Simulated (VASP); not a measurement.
# BN (Cmcm) in VASP: single point with PBE

Aim: the single point of BN with PBE.

All numbers are computed with VASP 6.6.1; they aren't measurements. Logs are shortened: lines on timing, memory, paths and dates and some standing lists are left out, and cuts for length are marked.

## Step 1: The cell of the first run

The typed cell holds 4 atoms: a = 2.488 Å, b = 2.488 Å, c = 6.495 Å, α = 90.00°, β = 90.00°, γ = 120.00°.

## Step 2: Single point, PBE

The input, INCAR:

```
SYSTEM = BN
PREC = Accurate
ENCUT = 600
EDIFF = 1E-6
ISMEAR = -1
SIGMA = 0.01
LREAL = .FALSE.
LASPH = .TRUE.
NELM = 120
ALGO = Normal
ISIF = 2
LWAVE = .FALSE.
LCHARG = .FALSE.
GGA = PE
NBANDS = 16
GGA_COMPAT = .FALSE.
```

The input, KPOINTS:

```
Automatic mesh
0
G
  13 13 5
  0 0 0
```

The input, POSCAR:

```
BN
1.0
    2.4883437615      0.0000000000      0.0000000000
   -1.2441718807      2.1549689108      0.0000000000
    0.0000000000      0.0000000000      6.4954828762
B N
2 2
Direct
    0.3335953968      0.6664046028      0.2500000001
    0.6664046028      0.3335953968      0.7500000004
    0.3342158668      0.6657841328      0.7500000004
    0.6657841328      0.3342158668      0.2500000001
```

Potentials or basis: VASP PAW PBE potentials, release 64 (B, N).

The run is started by

```console
> cat potpaw_PBE.64/B/POTCAR potpaw_PBE.64/N/POTCAR > POTCAR
> mpirun -np 1 vasp_std > vasp.out
```

OUTCAR:

```text
SYSTEM = BN
   PREC = Accurate
   ENCUT = 600
   EDIFF = 1E-6
   ISMEAR = -1
   LREAL = .FALSE.
   LASPH = .TRUE.
   NELM = 120
   ISIF = 2
   GGA = PE

 ion  position               nearest neighbor table
   1  0.334  0.666  0.250-   4 1.43   4 1.44   4 1.44
   2  0.666  0.334  0.750-   3 1.43   3 1.44   3 1.44
   3  0.334  0.666  0.750-   2 1.43   2 1.44   2 1.44
   4  0.666  0.334  0.250-   1 1.43   1 1.44   1 1.44

  LATTYP: Found a hexagonal cell.
 ALAT       =     2.4883437615
 C/A-ratio  =     2.6103639604

  Lattice vectors:

 A1 = (   2.4883437615,   0.0000000000,   0.0000000000)
 A2 = (  -1.2441718807,   2.1549689108,   0.0000000000)
 A3 = (   0.0000000000,   0.0000000000,   6.4954828762)

Analysis of symmetry for initial positions (statically):
=====================================================================
 Subroutine PRICEL returns:
 Original cell was already a primitive cell.

 Routine SETGRP: Setting up the symmetry group for a
 hexagonal supercell.

 Subroutine GETGRP returns: Found  8 space group operations
 (whereof  4 operations were pure point group operations)
 out of a pool of 24 trial point group operations.

The static configuration has the point symmetry C_2h.
 The point group associated with its full space group is D_2h.

Analysis of symmetry for dynamics (positions and initial velocities):
=====================================================================
 Subroutine PRICEL returns:
 Original cell was already a primitive cell.

 Routine SETGRP: Setting up the symmetry group for a
 hexagonal supercell.

 Subroutine GETGRP returns: Found  8 space group operations
 (whereof  4 operations were pure point group operations)
 out of a pool of 24 trial point group operations.

The dynamic configuration has the point symmetry C_2h.
 The point group associated with its full space group is D_2h.

 Subroutine INISYM returns: Found  8 space group operations
 (whereof  4 operations are pure point group operations),
 and found     1 'primitive' translations

----------------------------------------------------------------------------------------

                                     Primitive cell

  volume of cell :      34.8308

  direct lattice vectors                    reciprocal lattice vectors
     2.488343761  0.000000000  0.000000000     0.401873734  0.232021909  0.000000000
    -1.244171881  2.154968911  0.000000000     0.000000000  0.464043818  0.000000000
     0.000000000  0.000000000  6.495482876     0.000000000  0.000000000  0.153953142

  length of vectors
     2.488343761  2.488343761  6.495482876     0.464043818  0.464043818  0.153953142

  position of ions in fractional coordinates (direct lattice)
     0.333595397  0.666404603  0.250000000
     0.666404603  0.333595397  0.750000000
     0.334215867  0.665784133  0.750000000
     0.665784133  0.334215867  0.250000000

  ion indices of the primitive-cell ions
   primitive index   ion index
                 1           1
                 2           2
                 3           3
                 4           4

----------------------------------------------------------------------------------------

 KPOINTS: Automatic mesh

Automatic generation of k-mesh.
 Grid dimensions read from file:
 generate k-points for:   13   13    5

 Generating k-lattice:

  Cartesian coordinates                     Fractional coordinates (reciprocal lattice)
     0.030913364  0.017847839  0.000000000     0.076923077  0.000000000  0.000000000
     0.000000000  0.035695678  0.000000000     0.000000000  0.076923077  0.000000000
     0.000000000  0.000000000  0.030790628     0.000000000  0.000000000  0.200000000

  Length of vectors
     0.035695678  0.035695678  0.030790628

  Shift w.r.t. Gamma in fractional coordinates (k-lattice)
     0.000000000  0.000000000  0.000000000

 Subroutine IBZKPT returns following result:
 ===========================================

 Found    147 irreducible k-points:

 Following reciprocal coordinates:
            Coordinates               Weight
  0.000000  0.000000  0.000000      1.000000
  0.076923 -0.000000  0.000000      4.000000
 -0.076923  0.076923  0.000000      2.000000
  0.153846 -0.000000  0.000000      4.000000
 -0.153846  0.153846  0.000000      2.000000
  0.230769  0.000000  0.000000      4.000000
[... 16 lines left out ...]
 -0.076923  0.384615  0.000000      4.000000
 -0.384615  0.307692  0.000000      4.000000
 [... further k-points ...]
   k-points           NKPTS =    147   k-points in BZ     NKDIM =    147   number of bands    NBANDS=     16
   number of dos      NEDOS =    301   number of ions     NIONS =      4
   total plane-waves  NPLWV =  21600
   dimension x,y,z NGX =    20 NGY =   20 NGZ =   54
   dimension x,y,z NGXF=    40 NGYF=   40 NGZF=  108
   ions per type =               2   2
   NGX,Y,Z   is equivalent  to a cutoff of  13.36, 13.36, 13.82 a.u.
   NGXF,Y,Z  is equivalent  to a cutoff of  26.72, 26.72, 27.64 a.u.
 SYSTEM =  BN
   PREC   = accura    normal or accurate (medium, high low for compatibility)
   ISTART =      0    job   : 0-new  1-cont  2-samecut
   ICHARG =      2    charge: 1-file 2-atom 10-const
   ISPIN  =      1    spin polarized calculation?
   LNONCOLLINEAR =      F non collinear calculations
   LSORBIT =      F    spin-orbit coupling
   LASPH  =      T    aspherical Exc in radial PAW
   ENCUT  =  600.0 eV  44.10 Ry    6.64 a.u.   4.97  4.97 12.97*2*pi/ulx,y,z
   NELM   =    120;   NELMIN=  2; NELMDL= -5     # of ELM steps
   EDIFF  = 0.1E-05   stopping-criterion for ELM
   LREAL  =      F    real-space projection
   EDIFFG = 0.1E-04   stopping-criterion for IOM
   NSW    =      0    number of steps for IOM
   IBRION =     -1    ionic relax: 0-MD 1-quasi-New 2-CG
   NFREE  =      0    steps in history (QN), initial steepest desc. (CG)
   ISIF   =      2    stress and relaxation
   ISYM   =      2    0-nonsym 1-usesym 2-fastsym
   POTIM  = 0.5000    time-step for ionic-motion
   TEBEG  =    0.0;   TEEND  =   0.0 temperature during run
   PSTRESS=    0.0 pullay stress
   NELECT =      16.0000    total number of electrons
   NUPDOWN=      -1.0000    fix difference up-down
   EMIN   =  10.00;   EMAX   =-10.00  energy-range for DOS
   EFERMI =   0.00;   METHOD = LEGACY
   ISMEAR =    -1;   SIGMA  =   0.01  broadening in eV -4-tet -1-fermi 0-gaus
   EFERMI_NEDOS =   21; number of points for ismear=-14 and -15
   IALGO  =     38    algorithm
   IMIX   =      4    mixing-type and parameters
     AMIX     =   0.40;   BMIX     =  1.00
     AMIX_MAG =   1.60;   BMIX_MAG =  1.00
  volume/ion in A,a.u.               =       8.71        58.76
  Fermi-wavevector in a.u.,A,eV,Ry     =   1.263166  2.387038 21.709310  1.595589
  Thomas-Fermi vector in A             =   2.396537
   LORBIT       =      0    0 simple, 1 ext, 2 COOP (PROOUT), +10 PAW based schemes
   GGA     = PE    functional components
   LHFCALC =     F    Hartree Fock is set to
   AEXX    =    0.0000 exact exchange contribution
   IVDW    =     0    specifies the selected vdW correction
   LEPSILON=     F    determine dielectric tensor
   LRPA    =     F    only Hartree local field effects (RPA)
 non-spin polarized calculation
  energy-cutoff  :      600.00
  volume of cell :       34.83
 maximum number of plane-waves:      1185
   NGX =  9   NGY =  9   NGZ = 25

 number of electron      15.9999998 magnetization

 Free energy of the ion-electron system (eV)
  ---------------------------------------------------
  ext. energy  EPLUGINS =         0.00000000
  ---------------------------------------------------
  free energy    TOTEN  =       -35.12078604 eV

  energy without entropy =      -35.12078604  energy(sigma->0) =      -35.12078604

 E-fermi :   2.8888     XC(G=0): -10.2555

 val. band max:        2.5872391552   @ k =   0.3077   0.3077   0.0000
 cond. band min:       6.8584300630   @ k =   0.4615   0.4615   0.0000
 fundamental gap:      4.2711909078
 Fermi energy:         2.8888082453

 k-point     1 :       0.0000    0.0000    0.0000
  band No.  band energies     occupation
      1     -15.4013      2.00000
      2     -15.0560      2.00000
      3      -3.8726      2.00000
      4      -1.5236      2.00000
      5       1.1676      2.00000
      6       1.2125      2.00000
[... 8 lines left out ...]
     15      15.2001      0.00000
     16      15.8059      0.00000

 k-point     2 :       0.0769   -0.0000    0.0000
  band No.  band energies     occupation
      1     -15.2833      2.00000
      2     -14.9425      2.00000
      3      -3.7108      2.00000
      4      -1.3794      2.00000
      5       0.7574      2.00000
      6       0.7994      2.00000
[... 8 lines left out ...]
     15      15.3560      0.00000
     16      15.5879      0.00000

 k-point     3 :      -0.0769    0.0769    0.0000
  band No.  band energies     occupation
      1     -15.2836      2.00000
      2     -14.9428      2.00000
      3      -3.7105      2.00000
      4      -1.3789      2.00000
      5       0.6899      2.00000
      6       0.7311      2.00000
[... 8 lines left out ...]
     15      15.3513      0.00000
     16      15.6172      0.00000

 k-point     4 :       0.1538   -0.0000    0.0000
  band No.  band energies     occupation
      1     -14.9347      2.00000
      2     -14.6075      2.00000
      3      -3.2305      2.00000
      4      -0.9543      2.00000
      5      -0.4939      2.00000
      6      -0.4450      2.00000
[... 8 lines left out ...]
     15      16.3417      0.00000
     16      16.5652      0.00000
[... 324 lines left out ...]
 k-point    22 :       0.3077    0.0769    0.0000
  band No.  band energies     occupation
      1     -13.1674      2.00000
      2     -12.9312      2.00000
      3      -4.6294      2.00000
      4      -4.5330      2.00000
      5      -1.5015      2.00000
      6      -1.4250      2.00000
[... 8 lines left out ...]
     15      18.1698      0.00000
     16      20.8635      0.00000

 k-point    23 :      -0.0769    0.3846    0.0000
  band No.  band energies     occupation
      1     -13.1692      2.00000
      2     -12.9333      2.00000
      3      -4.6303      2.00000
      4      -4.5342      2.00000
      5      -1.4977      2.00000
      6      -1.4204      2.00000
[... 8 lines left out ...]
     15      18.1751      0.00000
     16      20.8296      0.00000

 k-point    24 :      -0.3846    0.3077    0.0000
  band No.  band energies     occupation
      1     -13.1738      2.00000
      2     -12.9386      2.00000
      3      -4.6531      2.00000
      4      -4.5600      2.00000
      5      -1.4542      2.00000
      6      -1.3765      2.00000
[... 8 lines left out ...]
     15      18.1636      0.00000
     16      20.8016      0.00000

 [... further k-points ...]
[... 5 lines left out ...]
  --------------------------------------------------------------------------------------
  -------------------------------------------------------------------------------------
  Total        2.4349604      2.2935929      0.7823337     -0.1224279      0.0000000      0.0000000
  in kB      112.0055778    105.5028232     35.9865170     -5.6315507      0.0000000      0.0000000
  external PRESSURE =      84.4983060 kB  Pullay stress =       0.0000000 kB

 VOLUME and BASIS-vectors are now :
 -----------------------------------------------------------------------------
  energy-cutoff  :      600.00
  volume of cell :       34.83
      direct lattice vectors                 reciprocal lattice vectors
     2.488343761  0.000000000  0.000000000     0.401873734  0.232021909  0.000000000
    -1.244171881  2.154968911  0.000000000     0.000000000  0.464043818  0.000000000
     0.000000000  0.000000000  6.495482876     0.000000000  0.000000000  0.153953142

 POSITION                                       TOTAL-FORCE (eV/Angst)
 -----------------------------------------------------------------------------------
      0.00098      1.43608      1.62387        -0.187222      0.108093      0.000000
      1.24319      0.71889      4.87161         0.187222     -0.108093     -0.000000
      0.00329      1.43474      4.87161        -0.187809      0.108432     -0.000000
      1.24088      0.72022      1.62387         0.187809     -0.108432      0.000000
 -----------------------------------------------------------------------------------
    total drift:                                0.000000      0.000000      0.000000

  FREE ENERGIE OF THE ION-ELECTRON SYSTEM (eV)
  ---------------------------------------------------
  free  energy   TOTEN  =       -35.1207860370 eV

  energy  without entropy=      -35.1207860370  energy(sigma->0) =      -35.12078604
```

It took 3.6 min on 1 thread of Intel Xeon 8259CL, shared host; peak memory 0.21 GiB.

Results:

```
Free energy            : -35.1208 eV
Pressure               : 8.4 GPa
Largest force          : 0.217 eV/Å
Band gap on the k mesh : 4.27 eV (least direct gap 4.65 eV)
```

Forces on the atoms (eV/Å):
```
B   -0.187  0.108  0.000
B    0.187 -0.108  0.000
N   -0.188  0.108  0.000
N    0.188 -0.108  0.000
```

Levels at points of the mesh, in eV from the valence-band top:
| k point | band 6 | band 7 | band 8 | band 9 | band 10 | band 11 |
| --- | --- | --- | --- | --- | --- | --- |
| (0.00, 0.00, 0.00) | -1.37 | -1.30 | -1.26 | 5.35 | 10.60 | 11.57 |

Caveat: the stress differs along the axes, from 4 to 11 GPa; this functional lacks dispersion, which binds layers or chains, so the pressure and a relaxed spacing across them are unreliable. A k mesh can miss the band edges.
